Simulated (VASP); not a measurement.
Input of a VASP 6.6.1 run:

The input INCAR:

```
PREC = Accurate
ENCUT = 520
EDIFF = 1E-7
ISMEAR = 0
SIGMA = 0.1
LREAL = F
LASPH = T
NELM = 60
ALGO = Normal
ISIF = 2
LWAVE = F
LCHARG = F
GGA = PE
NBANDS = 26
```

KPOINTS

```
regular mesh
0
Gamma
  4 4 4
```

File POSCAR:

```
MgS
1.0
    0.0000000000      0.0000000000      5.2526160000
   -4.2804124000      4.2804124000      2.6263080000
   -4.2804124000     -4.2804124000      2.6263080000
Mg S
4 4
Direct
    0.6432015000      0.5000000000      0.2135970000
    0.3567985000      0.5000000000      0.7864030000
    0.1432015000      0.2135970000      0.5000000000
    0.8567985000      0.7864030000      0.5000000000
    0.6513300000      0.1973400000      0.5000000000
    0.3486700000      0.8026600000      0.5000000000
    0.1513300000      0.5000000000      0.1973400000
    0.8486700000      0.5000000000      0.8026600000
```

Potentials or basis: VASP PAW PBE potentials, release 64 (Mg, S).

Command:

```console
$ cat potpaw_PBE.64/Mg/POTCAR potpaw_PBE.64/S/POTCAR > POTCAR
$ mpirun -np 1 vasp_std > vasp.out
```

(1) Estimate the band gap on the k mesh.

(2) What does it give for the pressure?

(3) Predict the largest force.

Results:

(1) 2.93 eV.

(2) -0.2 GPa.

(3) 0.007 eV/Å.
